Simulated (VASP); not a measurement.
A run of VASP 6.6.1:

The input INCAR:

```
ALGO = Normal ; EDIFF = 1E-6
ENCUT = 520 ; GGA = PE
ISIF = 2 ; ISMEAR = -1
IVDW = 12 ; LASPH = True
LCHARG = False ; LREAL = False
LWAVE = False ; NBANDS = 20
NELM = 100 ; PREC = Accurate
SIGMA = 0.0284
```

The input KPOINTS:

```
k-points
0
Gamma
  5 5 3
```

File POSCAR:

```
CuI2
1.0
    4.0870190000      0.0000000000      0.0000000000
   -2.0435100000      3.5394630000      0.0000000000
    0.0000000000      0.0000000000      6.7518420000
Cu I
1 2
Direct
    0.0000000000      0.0000000000      0.0000000000
    0.3333000000      0.6667000000      0.7576300000
    0.6667000000      0.3333000000      0.2423700000
```

Potentials or basis: VASP PAW PBE potentials, release 64 (Cu, I).

Launch:

```sh
$ cat potpaw_PBE.64/Cu/POTCAR potpaw_PBE.64/I/POTCAR > POTCAR
$ mpirun -np 1 vasp_std > vasp.out
```

Hardware: 1 thread of Intel(R) Xeon(R) Platinum 8488C (Sapphire Rapids), on a shared host.

Task: How long does it take, and how much memory?

Result: Wall time 66 s on 1 thread of Intel(R) Xeon(R) Platinum 8488C (Sapphire Rapids) (shared host), peak memory 0.22 GiB. Counts: scf iterations 14, k points 24.
